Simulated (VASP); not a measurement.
# FH in VASP: single point with PBE+D3(BJ)

Aim: the single point of FH with PBE+D3(BJ).

All numbers are computed with VASP 6.6.1; they aren't measurements. Logs are shortened: lines on timing, memory, paths and dates and some standing lists are left out, and cuts for length are marked.

### 1 The cell of the first run

The cell holds a molecule in a box, 2 atoms: a = 8.156 Å, b = 8.156 Å, c = 24.117 Å, α = 90.00°, β = 90.00°, γ = 90.00°.

### 2 Single point, PBE+D3(BJ)

The input, INCAR:

```
  PREC = Accurate
  ENCUT = 520
  EDIFF = 1E-6
  ISMEAR = 0
  SIGMA = 0.1
  LREAL = F
  LASPH = T
  NELM = 100
  ALGO = Normal
  ISIF = 2
  LWAVE = F
  LCHARG = F
  LDIPOL = T
  IDIPOL = 3
  DIPOL = 0.5 0.5 0.638
  GGA = PE
  IVDW = 12
  NBANDS = 11
```

The input, KPOINTS:

```
Automatic mesh
0
Gamma
  3 3 1
```

The input, POSCAR:

```
HF
1.0
    8.1558973628      0.0000000000      0.0000000000
    0.0000000000      8.1558973628      0.0000000000
    0.0000000000      0.0000000000     24.1169230221
F H
1 1
Direct
   -0.2484464417      0.1077403304      0.6478026831
   -0.2483588059      0.2168503767      0.6290844044
```

Potentials or basis: VASP PAW PBE potentials, release 64 (F, H).

Command:

```bash
$ cat potpaw_PBE.64/F/POTCAR potpaw_PBE.64/H/POTCAR > POTCAR
$ mpirun -np 1 vasp_std > vasp.out
```

OUTCAR:

```text
PREC = Accurate
   ENCUT = 520
   EDIFF = 1E-6
   ISMEAR = 0
   LREAL = F
   LASPH = T
   NELM = 100
   ISIF = 2
   GGA = PE
   IVDW = 12
 IVDW          = 12

 ion  position               nearest neighbor table
   1  0.752  0.108  0.648-   2 1.00
   2  0.752  0.217  0.629-   1 1.00

  LATTYP: Found a simple tetragonal cell.
 ALAT       =     8.1558973628
 C/A-ratio  =     2.9569919715

  Lattice vectors:

 A1 = (   8.1558973628,   0.0000000000,   0.0000000000)
 A2 = (   0.0000000000,   8.1558973628,   0.0000000000)
 A3 = (   0.0000000000,   0.0000000000,  24.1169230221)

Analysis of symmetry for initial positions (statically):
=====================================================================
 Subroutine PRICEL returns:
 Original cell was already a primitive cell.

 Routine SETGRP: Setting up the symmetry group for a
 simple tetragonal supercell.

 Subroutine GETGRP returns: Found  1 space group operations
 (whereof  1 operations were pure point group operations)
 out of a pool of 16 trial point group operations.

The static configuration has the point symmetry C_1 .

Analysis of symmetry for dynamics (positions and initial velocities):
=====================================================================
 Subroutine PRICEL returns:
 Original cell was already a primitive cell.

 Routine SETGRP: Setting up the symmetry group for a
 simple tetragonal supercell.

 Subroutine GETGRP returns: Found  1 space group operations
 (whereof  1 operations were pure point group operations)
 out of a pool of 16 trial point group operations.

The dynamic configuration has the point symmetry C_1 .

 Subroutine INISYM returns: Found  1 space group operations
 (whereof  1 operations are pure point group operations),
 and found     1 'primitive' translations

----------------------------------------------------------------------------------------

                                     Primitive cell

  volume of cell :    1604.2254

  direct lattice vectors                    reciprocal lattice vectors
     8.155897363  0.000000000  0.000000000     0.122610665  0.000000000  0.000000000
     0.000000000  8.155897363  0.000000000     0.000000000  0.122610665  0.000000000
     0.000000000  0.000000000 24.116923022     0.000000000  0.000000000  0.041464659

  length of vectors
     8.155897363  8.155897363 24.116923022     0.122610665  0.122610665  0.041464659

  position of ions in fractional coordinates (direct lattice)
     0.751553558  0.107740330  0.647802683
     0.751641194  0.216850377  0.629084404

  ion indices of the primitive-cell ions
   primitive index   ion index
                 1           1
                 2           2

----------------------------------------------------------------------------------------

 KPOINTS: Automatic mesh

Automatic generation of k-mesh.
 Grid dimensions read from file:
 generate k-points for:    3    3    1

 Generating k-lattice:

  Cartesian coordinates                     Fractional coordinates (reciprocal lattice)
     0.040870222  0.000000000  0.000000000     0.333333333  0.000000000  0.000000000
     0.000000000  0.040870222  0.000000000     0.000000000  0.333333333  0.000000000
     0.000000000  0.000000000  0.041464659     0.000000000  0.000000000  1.000000000

  Length of vectors
     0.040870222  0.040870222  0.041464659

  Shift w.r.t. Gamma in fractional coordinates (k-lattice)
     0.000000000  0.000000000  0.000000000

 Subroutine IBZKPT returns following result:
 ===========================================

 Found      5 irreducible k-points:

 Following reciprocal coordinates:
            Coordinates               Weight
  0.000000  0.000000  0.000000      1.000000
  0.333333  0.000000  0.000000      2.000000
  0.000000  0.333333  0.000000      2.000000
  0.333333  0.333333  0.000000      2.000000
 -0.333333  0.333333  0.000000      2.000000
   k-points           NKPTS =      5   k-points in BZ     NKDIM =      5   number of bands    NBANDS=     11
   number of dos      NEDOS =    301   number of ions     NIONS =      2
   total plane-waves  NPLWV = 737280
   dimension x,y,z NGX =    64 NGY =   64 NGZ =  180
   dimension x,y,z NGXF=   128 NGYF=  128 NGZF=  360
   ions per type =               1   1
   NGX,Y,Z   is equivalent  to a cutoff of  13.05, 13.05, 12.41 a.u.
   NGXF,Y,Z  is equivalent  to a cutoff of  26.09, 26.09, 24.82 a.u.
 SYSTEM =  unknown system
   PREC   = accura    normal or accurate (medium, high low for compatibility)
   ISTART =      0    job   : 0-new  1-cont  2-samecut
   ICHARG =      2    charge: 1-file 2-atom 10-const
   ISPIN  =      1    spin polarized calculation?
   LNONCOLLINEAR =      F non collinear calculations
   LSORBIT =      F    spin-orbit coupling
   LASPH  =      T    aspherical Exc in radial PAW
   ENCUT  =  520.0 eV  38.22 Ry    6.18 a.u.  15.16 15.16 44.84*2*pi/ulx,y,z
   NELM   =    100;   NELMIN=  2; NELMDL= -5     # of ELM steps
   EDIFF  = 0.1E-05   stopping-criterion for ELM
   LREAL  =      F    real-space projection
   EDIFFG = 0.1E-04   stopping-criterion for IOM
   NSW    =      0    number of steps for IOM
   IBRION =     -1    ionic relax: 0-MD 1-quasi-New 2-CG
   NFREE  =      0    steps in history (QN), initial steepest desc. (CG)
   ISIF   =      2    stress and relaxation
   ISYM   =      2    0-nonsym 1-usesym 2-fastsym
   POTIM  = 0.5000    time-step for ionic-motion
   TEBEG  =    0.0;   TEEND  =   0.0 temperature during run
   PSTRESS=    0.0 pullay stress
   NELECT =       8.0000    total number of electrons
   NUPDOWN=      -1.0000    fix difference up-down
   EMIN   =  10.00;   EMAX   =-10.00  energy-range for DOS
   EFERMI =   0.00;   METHOD = LEGACY
   ISMEAR =     0;   SIGMA  =   0.10  broadening in eV -4-tet -1-fermi 0-gaus
   EFERMI_NEDOS =   21; number of points for ismear=-14 and -15
   IALGO  =     38    algorithm
   IMIX   =      4    mixing-type and parameters
     AMIX     =   0.40;   BMIX     =  1.00
     AMIX_MAG =   1.60;   BMIX_MAG =  1.00
  volume/ion in A,a.u.               =     802.11      5412.92
  Fermi-wavevector in a.u.,A,eV,Ry     =   0.279694  0.528545  1.064366  0.078229
  Thomas-Fermi vector in A             =   1.127705
   LORBIT       =      0    0 simple, 1 ext, 2 COOP (PROOUT), +10 PAW based schemes
   GGA     = PE    functional components
   LHFCALC =     F    Hartree Fock is set to
   AEXX    =    0.0000 exact exchange contribution
   IVDW    =    12    specifies the selected vdW correction
   LEPSILON=     F    determine dielectric tensor
   LRPA    =     F    only Hartree local field effects (RPA)
 non-spin polarized calculation
 Gauss-broadening in eV      SIGMA  =   0.10
  energy-cutoff  :      520.00
  volume of cell :     1604.23
 maximum number of plane-waves:     43202
 NGX is ok and might be reduce to    64
   NGX = 31   NGY = 31   NGZ = 89

 number of electron       8.0000001 magnetization

 dipolmoment           0.000000      0.000000      0.175245 electrons x Angstroem

 Free energy of the ion-electron system (eV)
  ---------------------------------------------------
  ext. energy  EPLUGINS =         0.00000000
  ---------------------------------------------------
  free energy    TOTEN  =        -7.80687948 eV

  energy without entropy =       -7.80687948  energy(sigma->0) =       -7.80687948

 E-fermi :  -8.8724     XC(G=0):  -0.2898

 val. band max:       -9.4115592425   @ k =   0.0000   0.3333   0.0000
 cond. band min:      -1.4101433833   @ k =   0.0000   0.0000   0.0000
 fundamental gap:      8.0014158592
 Fermi energy:        -8.8724133347

 k-point     1 :       0.0000    0.0000    0.0000
  band No.  band energies     occupation
      1     -29.5170      2.00000
      2     -13.0034      2.00000
      3      -9.4122      2.00000
      4      -9.4116      2.00000
      5      -1.4101      0.00000
      6      -0.0468      0.00000
      7       0.2829      0.00000
      8       0.5184      0.00000
      9       0.8970      0.00000
     10       1.1399      0.00000
     11       1.6888      0.00000

 k-point     2 :       0.3333    0.0000    0.0000
  band No.  band energies     occupation
      1     -29.5170      2.00000
      2     -13.0034      2.00000
      3      -9.4122      2.00000
      4      -9.4117      2.00000
      5      -1.3478      0.00000
      6       0.1765      0.00000
      7       0.4697      0.00000
      8       0.5299      0.00000
      9       0.9198      0.00000
     10       1.0996      0.00000
     11       1.1294      0.00000

 k-point     3 :       0.0000    0.3333    0.0000
  band No.  band energies     occupation
      1     -29.5170      2.00000
      2     -13.0035      2.00000
      3      -9.4122      2.00000
      4      -9.4116      2.00000
      5      -1.3375      0.00000
      6       0.1776      0.00000
      7       0.4826      0.00000
      8       0.5300      0.00000
      9       0.9204      0.00000
     10       1.1024      0.00000
     11       1.1349      0.00000

 k-point     4 :       0.3333    0.3333    0.0000
  band No.  band energies     occupation
      1     -29.5170      2.00000
      2     -13.0035      2.00000
      3      -9.4122      2.00000
      4      -9.4117      2.00000
      5      -1.2849      0.00000
      6       0.3960      0.00000
      7       0.6544      0.00000
      8       0.7750      0.00000
      9       0.8761      0.00000
     10       1.1810      0.00000
     11       1.2874      0.00000

 k-point     5 :      -0.3333    0.3333    0.0000
  band No.  band energies     occupation
      1     -29.5170      2.00000
      2     -13.0035      2.00000
      3      -9.4122      2.00000
      4      -9.4117      2.00000
      5      -1.2849      0.00000
      6       0.3960      0.00000
      7       0.6544      0.00000
      8       0.7750      0.00000
      9       0.8762      0.00000
     10       1.1810      0.00000
     11       1.2874      0.00000

------------------------ aborting loop because EDIFF is reached ----------------------------------------

 vacuum level on the upper side and lower side of the slab       (xc-potential included)         0.211        -0.255

 Edisp (eV)   -0.00318

 E8    (eV) :    -0.0007

  FORCE on cell =-STRESS in cart. coord.  units (eV):
  Direction    XX          YY          ZZ          XY          YZ          ZX
  --------------------------------------------------------------------------------------
  -------------------------------------------------------------------------------------
  Total      -0.05358    -2.20763    -0.61679    -0.00187     1.07792     0.00070
  in kB      -0.05351    -2.20481    -0.61601    -0.00186     1.07655     0.00070
  external pressure =       -0.96 kB  Pullay stress =        0.00 kB

 VOLUME and BASIS-vectors are now :
 -----------------------------------------------------------------------------
  energy-cutoff  :      520.00
  volume of cell :     1604.23
      direct lattice vectors                 reciprocal lattice vectors
     8.155897363  0.000000000  0.000000000     0.122610665  0.000000000  0.000000000
     0.000000000  8.155897363  0.000000000     0.000000000  0.122610665  0.000000000
     0.000000000  0.000000000 24.116923022     0.000000000  0.000000000  0.041464659

 POSITION                                       TOTAL-FORCE (eV/Angst)
 -----------------------------------------------------------------------------------
      6.12959      0.87872     15.62301         0.001587      2.389385     -1.235812
      6.13031      1.76861     15.17158        -0.001587     -2.389385      1.235812
 -----------------------------------------------------------------------------------
    total drift:                               -0.000690      0.000884      0.001562

  FREE ENERGIE OF THE ION-ELECTRON SYSTEM (eV)
  ---------------------------------------------------
  free  energy   TOTEN  =        -7.8100612379 eV

  energy  without entropy=       -7.8100612379  energy(sigma->0) =       -7.81006124

 vacuum level on the upper side and lower side of the slab         0.271        -0.210
```

Run time: 2 min. Hardware: 1 thread of Intel Xeon 6975P-C (Granite Rapids), shared host; peak memory 1.3 GiB.

What came out:

| Item | Value |
| --- | --- |
| Free energy | -7.8101 eV |
| Largest force | 2.690 eV/Å |
| Gap between the frontier levels | 8.00 eV |
| Dispersion energy per atom | -0.002 eV |

Forces on the atoms (eV/Å):
```
F    0.002  2.389 -1.236
H   -0.002 -2.389  1.236
```
